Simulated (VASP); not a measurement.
# CaScBr5 (P1) in VASP: single point with PBEsol

Aim: the single point of CaScBr5 with PBEsol.

Everything below comes from runs of VASP 6.6.1. Logs are shortened: lines on timing, memory, paths and dates and some standing lists are left out, and cuts for length are marked.

**1. The cell of the first run**

The typed cell holds 7 atoms: a = 7.523 Å, b = 7.127 Å, c = 7.374 Å, α = 79.73°, β = 57.85°, γ = 84.68°.

**2. Single point, PBEsol**

INCAR reads:

```
SYSTEM = CaScBr5
  PREC = Accurate
  ENCUT = 520
  EDIFF = 1E-6
  ISMEAR = -1
  SIGMA = 0.05
  LREAL = .False.
  LASPH = .True.
  NELM = 100
  ALGO = Normal
  ISIF = 2
  LWAVE = .False.
  LCHARG = .False.
  GGA = PS
  NBANDS = 37
```

KPOINTS reads:

```
regular mesh
0
Gamma
  4 4 2
  0 0 0
```

POSCAR reads:

```
CaScBr5
1.0
    7.3422658373      0.2876628815      1.6115998587
    0.2904432336      7.1037981322      0.4960145305
    2.4758047782      0.7353190731      6.9067573687
Ca Sc Br
1 1 5
Direct
    0.0392639757      0.2127526003      0.6004423264
    0.2504337642      0.2065918224     -0.0143794177
    0.0014609753     -0.0075090716     -0.0178329172
    0.6302379557      0.1226633180      0.7165364422
    0.2460516088      0.4589614782      0.6840472589
    0.2591630229     -0.0306179200      0.2952246690
    0.1096832182      0.4671091404      0.2265728993
```

Potentials or basis: VASP PAW PBE potentials, release 64 (Ca_sv, Sc_sv, Br).

Started as:

```
> cat potpaw_PBE.64/Ca_sv/POTCAR potpaw_PBE.64/Sc_sv/POTCAR potpaw_PBE.64/Br/POTCAR > POTCAR
> mpirun -np 1 vasp_std > vasp.out
```

OUTCAR:

```text
SYSTEM = CaScBr5
   PREC = Accurate
   ENCUT = 520
   EDIFF = 1E-6
   ISMEAR = -1
   LREAL = .False.
   LASPH = .True.
   NELM = 100
   ISIF = 2
   GGA = PS

 ion  position               nearest neighbor table
   1  0.039  0.213  0.600-   6 2.78   5 2.79   4 2.82   7 2.83   3 2.85
   2  0.250  0.207  0.986-   3 2.54   4 2.56   7 2.56   5 2.61   6 2.61
   3  0.001  0.992  0.982-   2 2.54   1 2.85
   4  0.630  0.123  0.717-   2 2.56   1 2.82
   5  0.246  0.459  0.684-   2 2.61   1 2.79
   6  0.259  0.969  0.295-   2 2.61   1 2.78
   7  0.110  0.467  0.227-   2 2.56   1 2.83

  LATTYP: Found a triclinic cell.
 ALAT       =     7.2056597450
 B/A-ratio  =     3.4549021828
 C/A-ratio  =     1.0439790092
 COS(alpha) =     0.0003804637
 COS(beta)  =     0.4993710295
 COS(gamma) =     0.8314920842

  Lattice vectors:

 A1 = (   4.8664610591,  -0.4476561916,  -5.2951575100)
 A2 = (   5.0717557954,   4.7378476028, -23.9078152269)
 A3 = (   7.3422658373,   0.2876628815,   1.6115998587)

Analysis of symmetry for initial positions (statically):
=====================================================================
 Subroutine PRICEL returns:
 Original cell was already a primitive cell.

 Routine SETGRP: Setting up the symmetry group for a
 triclinic supercell.

 Subroutine GETGRP returns: Found  1 space group operations
 (whereof  1 operations were pure point group operations)
 out of a pool of  2 trial point group operations.

The static configuration has the point symmetry C_1 .

Analysis of symmetry for dynamics (positions and initial velocities):
=====================================================================
 Subroutine PRICEL returns:
 Original cell was already a primitive cell.

 Routine SETGRP: Setting up the symmetry group for a
 triclinic supercell.

 Subroutine GETGRP returns: Found  1 space group operations
 (whereof  1 operations were pure point group operations)
 out of a pool of  2 trial point group operations.

The dynamic configuration has the point symmetry C_1 .

 Subroutine INISYM returns: Found  1 space group operations
 (whereof  1 operations are pure point group operations),
 and found     1 'primitive' translations

----------------------------------------------------------------------------------------

                                     Primitive cell

  volume of cell :     329.3407

  direct lattice vectors                    reciprocal lattice vectors
     7.342265837  0.287662882  1.611599859     0.147869600 -0.002362252 -0.052754025
     0.290443234  7.103798132  0.496014530    -0.002434493  0.141862936 -0.014230584
     2.475804778  0.735319073  6.906757369    -0.034328567 -0.009636805  0.158117174

  length of vectors
     7.522557521  7.127014493  7.373845726     0.157015878  0.142595683  0.162087505

  position of ions in fractional coordinates (direct lattice)
     0.039263976  0.212752600  0.600442326
     0.250433764  0.206591822  0.985620582
     0.001460975  0.992490928  0.982167083
     0.630237956  0.122663318  0.716536442
     0.246051609  0.458961478  0.684047259
     0.259163023  0.969382080  0.295224669
     0.109683218  0.467109140  0.226572899

  ion indices of the primitive-cell ions
   primitive index   ion index
                 1           1
                 2           2
                 3           3
                 4           4
                 5           5
                 6           6
                 7           7

----------------------------------------------------------------------------------------

 KPOINTS: regular mesh

Automatic generation of k-mesh.
 Grid dimensions read from file:
 generate k-points for:    4    4    2

 Generating k-lattice:

  Cartesian coordinates                     Fractional coordinates (reciprocal lattice)
     0.036967400 -0.000590563 -0.013188506     0.250000000 -0.000000000  0.000000000
    -0.000608623  0.035465734 -0.003557646     0.000000000  0.250000000  0.000000000
    -0.017164283 -0.004818402  0.079058587    -0.000000000 -0.000000000  0.500000000

  Length of vectors
     0.039253970  0.035648921  0.081043752

  Shift w.r.t. Gamma in fractional coordinates (k-lattice)
     0.000000000  0.000000000  0.000000000

 Subroutine IBZKPT returns following result:
 ===========================================

 Found     20 irreducible k-points:

 Following reciprocal coordinates:
            Coordinates               Weight
  0.000000  0.000000  0.000000      1.000000
  0.250000  0.000000 -0.000000      2.000000
  0.500000  0.000000 -0.000000      1.000000
  0.000000  0.250000  0.000000      2.000000
  0.250000  0.250000 -0.000000      2.000000
  0.500000  0.250000 -0.000000      2.000000
[... 12 lines left out ...]
  0.250000  0.500000  0.500000      2.000000
  0.500000  0.500000  0.500000      1.000000
   k-points           NKPTS =     20   k-points in BZ     NKDIM =     20   number of bands    NBANDS=     37
   number of dos      NEDOS =    301   number of ions     NIONS =      7
   total plane-waves  NPLWV = 169344
   dimension x,y,z NGX =    56 NGY =   54 NGZ =   56
   dimension x,y,z NGXF=   112 NGYF=  108 NGZF=  112
   ions per type =               1   1   5
   NGX,Y,Z   is equivalent  to a cutoff of  12.38, 12.60, 12.63 a.u.
   NGXF,Y,Z  is equivalent  to a cutoff of  24.75, 25.19, 25.25 a.u.
 SYSTEM =  CaScBr5
   PREC   = accura    normal or accurate (medium, high low for compatibility)
   ISTART =      0    job   : 0-new  1-cont  2-samecut
   ICHARG =      2    charge: 1-file 2-atom 10-const
   ISPIN  =      1    spin polarized calculation?
   LNONCOLLINEAR =      F non collinear calculations
   LSORBIT =      F    spin-orbit coupling
   LASPH  =      T    aspherical Exc in radial PAW
   ENCUT  =  520.0 eV  38.22 Ry    6.18 a.u.  13.99 13.25 13.71*2*pi/ulx,y,z
   NELM   =    100;   NELMIN=  2; NELMDL= -5     # of ELM steps
   EDIFF  = 0.1E-05   stopping-criterion for ELM
   LREAL  =      F    real-space projection
   EDIFFG = 0.1E-04   stopping-criterion for IOM
   NSW    =      0    number of steps for IOM
   IBRION =     -1    ionic relax: 0-MD 1-quasi-New 2-CG
   NFREE  =      0    steps in history (QN), initial steepest desc. (CG)
   ISIF   =      2    stress and relaxation
   ISYM   =      2    0-nonsym 1-usesym 2-fastsym
   POTIM  = 0.5000    time-step for ionic-motion
   TEBEG  =    0.0;   TEEND  =   0.0 temperature during run
   PSTRESS=    0.0 pullay stress
   NELECT =      56.0000    total number of electrons
   NUPDOWN=      -1.0000    fix difference up-down
   EMIN   =  10.00;   EMAX   =-10.00  energy-range for DOS
   EFERMI =   0.00;   METHOD = LEGACY
   ISMEAR =    -1;   SIGMA  =   0.05  broadening in eV -4-tet -1-fermi 0-gaus
   EFERMI_NEDOS =   21; number of points for ismear=-14 and -15
   IALGO  =     38    algorithm
   IMIX   =      4    mixing-type and parameters
     AMIX     =   0.40;   BMIX     =  1.00
     AMIX_MAG =   1.60;   BMIX_MAG =  1.00
  volume/ion in A,a.u.               =      47.05       317.50
  Fermi-wavevector in a.u.,A,eV,Ry     =   0.906962  1.713909 11.191878  0.822580
  Thomas-Fermi vector in A             =   2.030712
   LORBIT       =      0    0 simple, 1 ext, 2 COOP (PROOUT), +10 PAW based schemes
   GGA     = PS    functional components
   LHFCALC =     F    Hartree Fock is set to
   AEXX    =    0.0000 exact exchange contribution
   IVDW    =     0    specifies the selected vdW correction
   LEPSILON=     F    determine dielectric tensor
   LRPA    =     F    only Hartree local field effects (RPA)
 non-spin polarized calculation
  energy-cutoff  :      520.00
  volume of cell :      329.34
 maximum number of plane-waves:      8886
   NGX = 27   NGY = 27   NGZ = 27

 number of electron      56.0000003 magnetization

 Free energy of the ion-electron system (eV)
  ---------------------------------------------------
  ext. energy  EPLUGINS =         0.00000000
  ---------------------------------------------------
  free energy    TOTEN  =       -30.20848624 eV

  energy without entropy =      -30.20848624  energy(sigma->0) =      -30.20848624

 E-fermi :  -1.3857     XC(G=0):  -6.2226

 val. band max:       -2.6000206258   @ k =   0.5000   0.0000  -0.0000
 cond. band min:       0.8451210713   @ k =  -0.0000   0.0000   0.5000
 fundamental gap:      3.4451416971
 Fermi energy:        -1.3856747400

 k-point     1 :       0.0000    0.0000    0.0000
  band No.  band energies     occupation
      1     -50.8956      2.00000
      2     -41.4306      2.00000
      3     -29.6505      2.00000
      4     -29.6234      2.00000
      5     -29.5762      2.00000
      6     -22.5923      2.00000
[... 29 lines left out ...]
     36       3.1774      0.00000
     37       3.3220      0.00000

 k-point     2 :       0.2500    0.0000   -0.0000
  band No.  band energies     occupation
      1     -50.8956      2.00000
      2     -41.4306      2.00000
      3     -29.6506      2.00000
      4     -29.6234      2.00000
      5     -29.5762      2.00000
      6     -22.5924      2.00000
[... 29 lines left out ...]
     36       3.1880      0.00000
     37       3.3672      0.00000

 k-point     3 :       0.5000    0.0000   -0.0000
  band No.  band energies     occupation
      1     -50.8956      2.00000
      2     -41.4306      2.00000
      3     -29.6506      2.00000
      4     -29.6234      2.00000
      5     -29.5762      2.00000
      6     -22.5924      2.00000
[... 29 lines left out ...]
     36       3.2764      0.00000
     37       3.4488      0.00000

 k-point     4 :       0.0000    0.2500    0.0000
  band No.  band energies     occupation
      1     -50.8956      2.00000
      2     -41.4306      2.00000
      3     -29.6506      2.00000
      4     -29.6234      2.00000
      5     -29.5762      2.00000
      6     -22.5923      2.00000
[... 29 lines left out ...]
     36       3.1903      0.00000
     37       3.3325      0.00000
[... 523 lines left out ...]
      1     -50.8956      2.00000
      2     -41.4306      2.00000
      3     -29.6506      2.00000
      4     -29.6233      2.00000
      5     -29.5762      2.00000
      6     -22.5923      2.00000
[... 29 lines left out ...]
     36       3.2904      0.00000
     37       3.3912      0.00000

 k-point    19 :       0.2500    0.5000    0.5000
  band No.  band energies     occupation
      1     -50.8956      2.00000
      2     -41.4306      2.00000
      3     -29.6506      2.00000
      4     -29.6233      2.00000
      5     -29.5762      2.00000
      6     -22.5923      2.00000
[... 29 lines left out ...]
     36       3.2869      0.00000
     37       3.4241      0.00000

 k-point    20 :       0.5000    0.5000    0.5000
  band No.  band energies     occupation
      1     -50.8956      2.00000
      2     -41.4306      2.00000
      3     -29.6506      2.00000
      4     -29.6233      2.00000
      5     -29.5762      2.00000
      6     -22.5923      2.00000
[... 29 lines left out ...]
     36       3.2430      0.00000
     37       3.4694      0.00000

------------------------ aborting loop because EDIFF is reached ----------------------------------------

  FORCE on cell =-STRESS in cart. coord.  units (eV):
  Direction    XX          YY          ZZ          XY          YZ          ZX
  --------------------------------------------------------------------------------------
  -------------------------------------------------------------------------------------
  Total        0.1109732      0.1281014      0.1665668      0.0282825     -0.0051895      0.0130333
  in kB        0.5398628      0.6231880      0.8103145      0.1375887     -0.0252460      0.0634045
  external PRESSURE =       0.6577884 kB  Pullay stress =       0.0000000 kB

 VOLUME and BASIS-vectors are now :
 -----------------------------------------------------------------------------
  energy-cutoff  :      520.00
  volume of cell :      329.34
      direct lattice vectors                 reciprocal lattice vectors
     7.342265837  0.287662882  1.611599859     0.147869600 -0.002362252 -0.052754025
     0.290443234  7.103798132  0.496014530    -0.002434493  0.141862936 -0.014230584
     2.475804778  0.735319073  6.906757369    -0.034328567 -0.009636805  0.158117174

 POSITION                                       TOTAL-FORCE (eV/Angst)
 -----------------------------------------------------------------------------------
      1.83666      1.96416      4.31592        -0.002270      0.000218      0.003349
      4.33896      2.26437      7.31351         0.000970      0.001179      0.003401
      2.73064      7.77308      7.27823        -0.016637     -0.020454      0.008136
      6.43701      1.57955      6.02548         0.006251     -0.011131     -0.011068
      3.63345      3.83414      5.34874         0.005308      0.025724     -0.011987
      2.91531      7.17793      2.93754         0.011124     -0.020481      0.005291
      1.50194      3.51640      1.97334        -0.004745      0.024944      0.002879
 -----------------------------------------------------------------------------------
    total drift:                                0.000404      0.000433      0.000046

  FREE ENERGIE OF THE ION-ELECTRON SYSTEM (eV)
  ---------------------------------------------------
  free  energy   TOTEN  =       -30.2084862444 eV

  energy  without entropy=      -30.2084862444  energy(sigma->0) =      -30.20848624
```

Wall time 3.6 min (1 thread of Intel Xeon 6975P-C (Granite Rapids), shared host); peak memory 0.56 GiB.

What came out:

```yaml
Free_energy: -30.2085 eV
Pressure: 0.1 GPa
Largest_force: 0.029 eV/Å
Band_gap_on_the_k_mesh: 3.45 eV
```

Forces on the atoms (eV/Å):
```
Ca  -0.002  0.000  0.003
Sc   0.001  0.001  0.003
Br  -0.017 -0.020  0.008
Br   0.006 -0.011 -0.011
Br   0.005  0.026 -0.012
Br   0.011 -0.020  0.005
Br  -0.005  0.025  0.003
```

Levels at points of the mesh, in eV from the valence-band top:
```csv
k point,band 26,band 27,band 28,band 29,band 30,band 31
"(0.00, 0.00, 0.00)",-0.41,-0.12,-0.03,3.48,3.65,3.82
"(0.50, 0.00, 0.00)",-0.42,-0.12,0.00,3.45,3.63,3.92
"(0.00, 0.50, 0.00)",-0.34,-0.25,-0.13,3.50,3.60,3.80
"(0.50, 0.50, 0.00)",-0.45,-0.19,-0.06,3.47,3.58,3.91
"(0.00, 0.00, 0.50)",-0.42,-0.35,-0.17,3.45,3.58,3.88
"(0.50, 0.00, 0.50)",-0.50,-0.27,-0.18,3.51,3.57,3.86
"(0.00, 0.50, 0.50)",-0.39,-0.29,-0.12,3.48,3.64,3.84
"(0.50, 0.50, 0.50)",-0.46,-0.25,-0.12,3.54,3.61,3.81
```

Caveat: the k points lie up to 0.43 Å⁻¹ apart; the PAW data sets were made with another functional, which shifts forces and pressure a little. A k mesh can miss the band edges.
